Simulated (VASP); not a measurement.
A run of VASP 6.6.1 is set up as follows.

Contents of INCAR:

```
SYSTEM = Ge
PREC = Accurate
ENCUT = 520
EDIFF = 1E-7
ISMEAR = 0
SIGMA = 0.15
LREAL = .False.
LASPH = .True.
NELM = 100
ALGO = Normal
ISIF = 2
LWAVE = .False.
LCHARG = .False.
GGA = PE
IVDW = 12
NBANDS = 13
```

File KPOINTS:

```
Automatic mesh
0
Gamma
  20 20 20
  0 0 0
```

Contents of POSCAR:

```
Ge
1.0
    0.0000000000      2.0668851171      2.1613113407
    2.0668851171      0.0000000000      2.1613113407
    2.0668851171      2.0668851171      0.0000000000
Ge
1
Direct
    0.0000000000      0.0000000000      0.0000000000
```

Potentials or basis: VASP PAW PBE potentials, release 64 (Ge_d).

Command:

```console
$ cat potpaw_PBE.64/Ge_d/POTCAR > POTCAR
$ mpirun -np 1 vasp_std > vasp.out
```

Question: Estimate the pressure.

Answer: 1.0 GPa.

Question: What does it give for the dispersion energy per atom?

Answer: -0.358 eV.

Question: Estimate the band gap on the k mesh.

Answer: Zero (band 7 reaches 16.24 eV, above the bottom of band 8 at 4.34 eV).

Stress tensor (GPa, compression positive):
```
0.65 0.00 0.00
0.00 0.65 0.00
0.00 0.00 1.61
```

Caveat: the cell differs from its parent crystal (strain -0.015 along x and y, +0.030 along z); pairwise dispersion overbinds metals, which lowers pressure and volume.
